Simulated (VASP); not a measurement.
# Ti (R-3m) in VASP: notebook

Runs on Ti. Level: LDA. Tasks: electric field gradients.

Everything below comes from runs of VASP 6.6.1. Logs are shortened: lines on timing, memory, paths and dates and some standing lists are left out, and cuts for length are marked.

### Step 1. The cell of the first run

Symmetry: R-3m, No. 166, trigonal system. The conventional cell has a = 2.856 Å, b = 2.856 Å, c = 7.102 Å, α = 90.00°, β = 90.00°, γ = 120.00°. Within 3.8 Å of Ti (site symmetry -3m) lie 12 Ti at 2.86 to 2.89 Å.

### Step 2. Electric field gradients, LDA (equal xy, yz and zx shear strains of +1 %)

Contents of INCAR:

```
PREC = Accurate ; ENCUT = 400
EDIFF = 1E-8 ; ISMEAR = -1
SIGMA = 0.05 ; LREAL = False
LASPH = True ; NELM = 120
ALGO = Normal ; ISIF = 2
LWAVE = False ; LCHARG = False
LEFG = True ; NBANDS = 12
GGA_COMPAT = False
```

Contents of KPOINTS:

```
regular mesh
0
Gamma
  14 14 14
```

Contents of POSCAR:

```
Ti
1.0
    0.0203000000      2.0401500000      2.0401500000
    2.0401500000      0.0203000000      2.0401500000
    2.0401500000      2.0401500000      0.0203000000
Ti
1
Direct
    0.0000000000      0.0000000000      0.0000000000
```

Potentials or basis: VASP PAW LDA potentials, release 64 (Ti_sv).

Run with:

```console
$ cat potpaw_LDA.64/Ti_sv/POTCAR > POTCAR
$ mpirun -np 1 vasp_std > vasp.out
```

OUTCAR:

```text
PREC = Accurate
   ENCUT = 400
   EDIFF = 1E-8
   ISMEAR = -1
   LREAL = False
   LASPH = True
   NELM = 120
   ISIF = 2

 ion  position               nearest neighbor table
   1  0.000  0.000  0.000-

  LATTYP: Found a trigonal (rhomboedric) cell.
 ALAT       =     2.8852792127
 COS(alpha) =     0.5099250056

  Lattice vectors:

 A1 = (   0.0203000000,   2.0401500000,   2.0401500000)
 A2 = (   2.0401500000,   0.0203000000,   2.0401500000)
 A3 = (   2.0401500000,   2.0401500000,   0.0203000000)

Analysis of symmetry for initial positions (statically):
=====================================================================
 Subroutine PRICEL returns:
 Original cell was already a primitive cell.

 Routine SETGRP: Setting up the symmetry group for a
 trigonal (rhombohedral) supercell.

 Subroutine GETGRP returns: Found 12 space group operations
 (whereof 12 operations were pure point group operations)
 out of a pool of 12 trial point group operations.

The static configuration has the point symmetry D_3d.

Analysis of symmetry for dynamics (positions and initial velocities):
=====================================================================
 Subroutine PRICEL returns:
 Original cell was already a primitive cell.

 Routine SETGRP: Setting up the symmetry group for a
 trigonal (rhombohedral) supercell.

 Subroutine GETGRP returns: Found 12 space group operations
 (whereof 12 operations were pure point group operations)
 out of a pool of 12 trial point group operations.

The dynamic configuration has the point symmetry D_3d.

 Subroutine INISYM returns: Found 12 space group operations
 (whereof 12 operations are pure point group operations),
 and found     1 'primitive' translations

----------------------------------------------------------------------------------------

                                     Primitive cell

  volume of cell :      16.7296

  direct lattice vectors                    reciprocal lattice vectors
     0.020300000  2.040150000  2.040150000    -0.248768595  0.246317673  0.246317673
     2.040150000  0.020300000  2.040150000     0.246317673 -0.248768595  0.246317673
     2.040150000  2.040150000  0.020300000     0.246317673  0.246317673 -0.248768595

  length of vectors
     2.885279213  2.885279213  2.885279213     0.428054443  0.428054443  0.428054443

  position of ions in fractional coordinates (direct lattice)
     0.000000000  0.000000000  0.000000000

  ion indices of the primitive-cell ions
   primitive index   ion index
                 1           1

----------------------------------------------------------------------------------------

 KPOINTS: regular mesh

Automatic generation of k-mesh.
 Grid dimensions read from file:
 generate k-points for:   14   14   14

 Generating k-lattice:

  Cartesian coordinates                     Fractional coordinates (reciprocal lattice)
    -0.017769185  0.017594120  0.017594120     0.071428571  0.000000000  0.000000000
     0.017594120 -0.017769185  0.017594120     0.000000000  0.071428571  0.000000000
     0.017594120  0.017594120 -0.017769185     0.000000000  0.000000000  0.071428571

  Length of vectors
     0.030575317  0.030575317  0.030575317

  Shift w.r.t. Gamma in fractional coordinates (k-lattice)
     0.000000000  0.000000000  0.000000000

 Subroutine IBZKPT returns following result:
 ===========================================

 Found    288 irreducible k-points:

 Following reciprocal coordinates:
            Coordinates               Weight
  0.000000  0.000000  0.000000      1.000000
  0.071429  0.000000  0.000000      6.000000
  0.142857  0.000000  0.000000      6.000000
  0.214286  0.000000  0.000000      6.000000
  0.285714 -0.000000 -0.000000      6.000000
  0.357143  0.000000 -0.000000      6.000000
[... 16 lines left out ...]
  0.214286  0.142857  0.000000     12.000000
  0.285714  0.142857  0.000000     12.000000
 [... further k-points ...]
   k-points           NKPTS =    288   k-points in BZ     NKDIM =    288   number of bands    NBANDS=     12
   number of dos      NEDOS =    301   number of ions     NIONS =      1
   total plane-waves  NPLWV =   8000
   dimension x,y,z NGX =    20 NGY =   20 NGZ =   20
   dimension x,y,z NGXF=    40 NGYF=   40 NGZF=   40
   ions per type =               1
   NGX,Y,Z   is equivalent  to a cutoff of  11.52, 11.52, 11.52 a.u.
   NGXF,Y,Z  is equivalent  to a cutoff of  23.05, 23.05, 23.05 a.u.
 SYSTEM =  unknown system
   PREC   = accura    normal or accurate (medium, high low for compatibility)
   ISTART =      0    job   : 0-new  1-cont  2-samecut
   ICHARG =      2    charge: 1-file 2-atom 10-const
   ISPIN  =      1    spin polarized calculation?
   LNONCOLLINEAR =      F non collinear calculations
   LSORBIT =      F    spin-orbit coupling
   LASPH  =      T    aspherical Exc in radial PAW
   ENCUT  =  400.0 eV  29.40 Ry    5.42 a.u.   4.71  4.71  4.71*2*pi/ulx,y,z
   NELM   =    120;   NELMIN=  2; NELMDL= -5     # of ELM steps
   EDIFF  = 0.1E-07   stopping-criterion for ELM
   LREAL  =      F    real-space projection
   EDIFFG = 0.1E-06   stopping-criterion for IOM
   NSW    =      0    number of steps for IOM
   IBRION =     -1    ionic relax: 0-MD 1-quasi-New 2-CG
   NFREE  =      0    steps in history (QN), initial steepest desc. (CG)
   ISIF   =      2    stress and relaxation
   ISYM   =      2    0-nonsym 1-usesym 2-fastsym
   POTIM  = 0.5000    time-step for ionic-motion
   TEBEG  =    0.0;   TEEND  =   0.0 temperature during run
   PSTRESS=    0.0 pullay stress
   NELECT =      12.0000    total number of electrons
   NUPDOWN=      -1.0000    fix difference up-down
   EMIN   =  10.00;   EMAX   =-10.00  energy-range for DOS
   EFERMI =   0.00;   METHOD = LEGACY
   ISMEAR =    -1;   SIGMA  =   0.05  broadening in eV -4-tet -1-fermi 0-gaus
   EFERMI_NEDOS =   21; number of points for ismear=-14 and -15
   IALGO  =     38    algorithm
   IMIX   =      4    mixing-type and parameters
     AMIX     =   0.40;   BMIX     =  1.00
     AMIX_MAG =   1.60;   BMIX_MAG =  1.00
  volume/ion in A,a.u.               =      16.73       112.90
  Fermi-wavevector in a.u.,A,eV,Ry     =   1.465458  2.769314 29.219423  2.147567
  Thomas-Fermi vector in A             =   2.581312
   LORBIT       =      0    0 simple, 1 ext, 2 COOP (PROOUT), +10 PAW based schemes
   GGA     = CA    functional components
   LHFCALC =     F    Hartree Fock is set to
   AEXX    =    0.0000 exact exchange contribution
   IVDW    =     0    specifies the selected vdW correction
   LEPSILON=     F    determine dielectric tensor
   LRPA    =     F    only Hartree local field effects (RPA)
 non-spin polarized calculation
  energy-cutoff  :      400.00
  volume of cell :       16.73
 maximum number of plane-waves:       314
   NGX =  9   NGY =  9   NGZ =  9

 number of electron      11.9999995 magnetization

 Free energy of the ion-electron system (eV)
  ---------------------------------------------------
  ext. energy  EPLUGINS =         0.00000000
  ---------------------------------------------------
  free energy    TOTEN  =        -8.48622199 eV

  energy without entropy =       -8.47133131  energy(sigma->0) =       -8.47877665

 E-fermi :   8.3876     XC(G=0): -11.9654

 val. band max:        8.3816997867   @ k =   0.5000   0.3571   0.2143
 cond. band min:       8.3886035374   @ k =  -0.4286   0.2857   0.1429
 fundamental gap:      0.0069037506
 Fermi energy:         8.3875730435

 k-point     1 :       0.0000    0.0000    0.0000
  band No.  band energies     occupation
      1     -47.5598      2.00000
      2     -23.7642      2.00000
      3     -23.7422      2.00000
      4     -23.7422      2.00000
      5       2.3157      2.00000
      6       9.1504      0.00000
      7       9.3090      0.00000
      8       9.3090      0.00000
      9      10.9515      0.00000
     10      10.9515      0.00000
     11      23.9372      0.00000
     12      28.2329      0.00000

 k-point     2 :       0.0714    0.0000    0.0000
  band No.  band energies     occupation
      1     -47.5523      2.00000
      2     -23.7870      2.00000
      3     -23.7648      2.00000
      4     -23.7475      2.00000
      5       2.4874      2.00000
      6       9.1583      0.00000
      7       9.2561      0.00000
      8       9.3766      0.00000
      9      10.9075      0.00000
     10      10.9094      0.00000
     11      24.0948      0.00000
     12      27.3562      0.00000
[... 316 lines left out ...]
 k-point    24 :       0.2857    0.1429    0.0000
  band No.  band energies     occupation
      1     -47.4694      2.00000
      2     -24.1387      2.00000
      3     -23.8616      2.00000
      4     -23.8407      2.00000
      5       4.4908      2.00000
      6       8.0894      1.99487
      7       9.4116      0.00000
      8       9.8943      0.00000
      9      10.7391      0.00000
     10      11.4734      0.00000
     11      22.5127      0.00000
     12      24.8298      0.00000

 [... further k-points ...]
[... 5 lines left out ...]
  --------------------------------------------------------------------------------------
  -------------------------------------------------------------------------------------
  Total       -0.5974482     -0.5974482     -0.5974482     -0.0524769     -0.0524769     -0.0524769
  in kB      -57.2170193    -57.2170193    -57.2170193     -5.0256608     -5.0256608     -5.0256608
  external PRESSURE =     -57.2170193 kB  Pullay stress =       0.0000000 kB

 VOLUME and BASIS-vectors are now :
 -----------------------------------------------------------------------------
  energy-cutoff  :      400.00
  volume of cell :       16.73
      direct lattice vectors                 reciprocal lattice vectors
     0.020300000  2.040150000  2.040150000    -0.248768595  0.246317673  0.246317673
     2.040150000  0.020300000  2.040150000     0.246317673 -0.248768595  0.246317673
     2.040150000  2.040150000  0.020300000     0.246317673  0.246317673 -0.248768595

 POSITION                                       TOTAL-FORCE (eV/Angst)
 -----------------------------------------------------------------------------------
      0.00000      0.00000      0.00000         0.000000      0.000000     -0.000000
 -----------------------------------------------------------------------------------
    total drift:                               -0.000000     -0.000000     -0.000000

  FREE ENERGIE OF THE ION-ELECTRON SYSTEM (eV)
  ---------------------------------------------------
  free  energy   TOTEN  =        -8.4862219867 eV

  energy  without entropy=       -8.4713313143  energy(sigma->0) =       -8.47877665

 Electric field gradients (V/A^2)
---------------------------------------------------------------------
 ion       V_xx      V_yy      V_zz      V_xy      V_xz      V_yz
---------------------------------------------------------------------
   1       0.000    -0.000    -0.000    -2.000    -2.000    -2.000
---------------------------------------------------------------------

 Electric field gradients after diagonalization (V/A^2)
 (convention: |V_zz| > |V_xx| > |V_yy|)
----------------------------------------------------------------------
 ion       V_xx      V_yy      V_zz     asymmetry (V_yy - V_xx)/ V_zz
----------------------------------------------------------------------
   1       2.000     2.000    -4.001       0.000
----------------------------------------------------------------------

           NMR quadrupolar parameters

 Cq : quadrupolar parameter    Cq=e*Q*V_zz/h
 eta: asymmetry parameters     (V_yy - V_xx)/ V_zz
 Q  : nuclear electric quadrupole moment in mb (millibarn)
----------------------------------------------------------------------
 ion       Cq(MHz)       eta       Q (mb)
----------------------------------------------------------------------
   1      -0.010       0.000       1.000
----------------------------------------------------------------------
```

Wall time 47 s (1 thread of AMD EPYC 7R43 (Zen 3), shared host); peak memory 0.11 GiB.

Results:

```
Free energy            : -8.4862 eV
Pressure               : -5.7 GPa
Band gap on the k mesh : zero (band 6 reaches 9.16 eV, above the bottom of band 7 at 7.94 eV)
```

Levels at points of the mesh, in eV from the Fermi level:
```csv
k point,band 3,band 4,band 5,band 6,band 7,band 8,band 9,band 10
"(0.00, 0.00, 0.00)",-32.13,-32.13,-6.07,0.76,0.92,0.92,2.56,2.56
"(0.50, 0.00, 0.00)",-32.25,-32.24,-2.65,0.64,0.81,0.88,3.68,3.77
"(0.50, 0.50, 0.00)",-32.42,-32.40,-2.71,-1.83,3.09,3.69,4.03,4.04
"(0.50, 0.50, 0.50)",-32.22,-32.22,-2.67,0.70,0.76,0.76,3.70,3.70
```

Electric field gradients, principal values (V/Å²):
```csv
atom,least,middle,greatest (by size)
1 Ti,2.000,2.000,-4.001
```

Caveat: the cell differs from its parent crystal (equal xy, yz and zx shear strains of +1 %); without QUAD_EFG the Cq values of the log hold for a quadrupole moment of 1 mb, not for the nuclei.

### Step 3. Electric field gradients, LDA (equal xy, yz and zx shear strains of +2 %)

Contents of INCAR:

```
SYSTEM = Ti
  ALGO = Normal
  EDIFF = 1E-8
  ENCUT = 400
  GGA = CA
  GGA_COMPAT = .False.
  ISIF = 2
  ISMEAR = -1
  LASPH = .True.
  LCHARG = .False.
  LEFG = .True.
  LREAL = .False.
  LWAVE = .False.
  NBANDS = 12
  NELM = 120
  PREC = Accurate
  SIGMA = 0.05
```

Contents of KPOINTS:

```
k-points
0
Gamma
  14 14 14
  0 0 0
```

Contents of POSCAR:

```
Ti
1.0
    0.0406000000      2.0503000000      2.0503000000
    2.0503000000      0.0406000000      2.0503000000
    2.0503000000      2.0503000000      0.0406000000
Ti
1
Direct
    0.0000000000      0.0000000000      0.0000000000
```

Potentials or basis: VASP PAW LDA potentials, release 64 (Ti_sv).

Run with:

```console
$ cat potpaw_LDA.64/Ti_sv/POTCAR > POTCAR
$ mpirun -np 1 vasp_std > vasp.out
```

OUTCAR:

```text
SYSTEM = Ti
   EDIFF = 1E-8
   ENCUT = 400
   GGA = CA
   ISIF = 2
   ISMEAR = -1
   LASPH = .True.
   LREAL = .False.
   NELM = 120
   PREC = Accurate

 ion  position               nearest neighbor table
   1  0.000  0.000  0.000-

  LATTYP: Found a trigonal (rhomboedric) cell.
 ALAT       =     2.8998462959
 COS(alpha) =     0.5197000882

  Lattice vectors:

 A1 = (   0.0406000000,   2.0503000000,   2.0503000000)
 A2 = (   2.0503000000,   0.0406000000,   2.0503000000)
 A3 = (   2.0503000000,   2.0503000000,   0.0406000000)

Analysis of symmetry for initial positions (statically):
=====================================================================
 Subroutine PRICEL returns:
 Original cell was already a primitive cell.

 Routine SETGRP: Setting up the symmetry group for a
 trigonal (rhombohedral) supercell.

 Subroutine GETGRP returns: Found 12 space group operations
[... 540 lines left out ...]

 VOLUME and BASIS-vectors are now :
 -----------------------------------------------------------------------------
  energy-cutoff  :      400.00
  volume of cell :       16.73
      direct lattice vectors                 reciprocal lattice vectors
     0.040600000  2.050300000  2.050300000    -0.251232503  0.246354202  0.246354202
     2.050300000  0.040600000  2.050300000     0.246354202 -0.251232503  0.246354202
     2.050300000  2.050300000  0.040600000     0.246354202  0.246354202 -0.251232503

 POSITION                                       TOTAL-FORCE (eV/Angst)
 -----------------------------------------------------------------------------------
      0.00000      0.00000      0.00000         0.000000     -0.000000     -0.000000
 -----------------------------------------------------------------------------------
    total drift:                               -0.000000     -0.000000     -0.000000

  FREE ENERGIE OF THE ION-ELECTRON SYSTEM (eV)
  ---------------------------------------------------
  free  energy   TOTEN  =        -8.4840803687 eV

  energy  without entropy=       -8.4693784729  energy(sigma->0) =       -8.47672942

 Electric field gradients (V/A^2)
---------------------------------------------------------------------
 ion       V_xx      V_yy      V_zz      V_xy      V_xz      V_yz
---------------------------------------------------------------------
   1      -0.000     0.000    -0.000    -4.027    -4.027    -4.027
---------------------------------------------------------------------

 Electric field gradients after diagonalization (V/A^2)
 (convention: |V_zz| > |V_xx| > |V_yy|)
----------------------------------------------------------------------
 ion       V_xx      V_yy      V_zz     asymmetry (V_yy - V_xx)/ V_zz
----------------------------------------------------------------------
   1       4.027     4.027    -8.054       0.000
----------------------------------------------------------------------

           NMR quadrupolar parameters

 Cq : quadrupolar parameter    Cq=e*Q*V_zz/h
 eta: asymmetry parameters     (V_yy - V_xx)/ V_zz
 Q  : nuclear electric quadrupole moment in mb (millibarn)
----------------------------------------------------------------------
 ion       Cq(MHz)       eta       Q (mb)
----------------------------------------------------------------------
   1      -0.019       0.000       1.000
----------------------------------------------------------------------
```

stdout:

```text
POSCAR found type information on POSCAR Ti
 POSCAR found :  1 types and       1 ions
 scaLAPACK will be used
 LDA part: xc-table for (Slater(with rela. corr.)+CA(PZ))
 , standard interpolation
 POSCAR, INCAR and KPOINTS ok, starting setup
 FFT: planning ... GRIDC
 FFT: planning ... GRID_SOFT
 FFT: planning ... GRID
 WAVECAR not read
 entering main loop
ion   1
```

It took 46 s on 1 thread of AMD EPYC 7R43 (Zen 3), shared host; peak memory 0.11 GiB.

Results:

```yaml
Free_energy: -8.4841 eV
Pressure: -5.7 GPa
Band_gap_on_the_k_mesh: zero (band 6 reaches 9.09 eV, above the bottom of band 7 at 7.93 eV)
```

Electric field gradients, principal values (V/Å²):
```tsv
atom	least	middle	greatest (by size)
1 Ti	4.027	4.027	-8.054
```

Caveat: the cell differs from its parent crystal (equal xy, yz and zx shear strains of +2 %); without QUAD_EFG the Cq values of the log hold for a quadrupole moment of 1 mb, not for the nuclei.
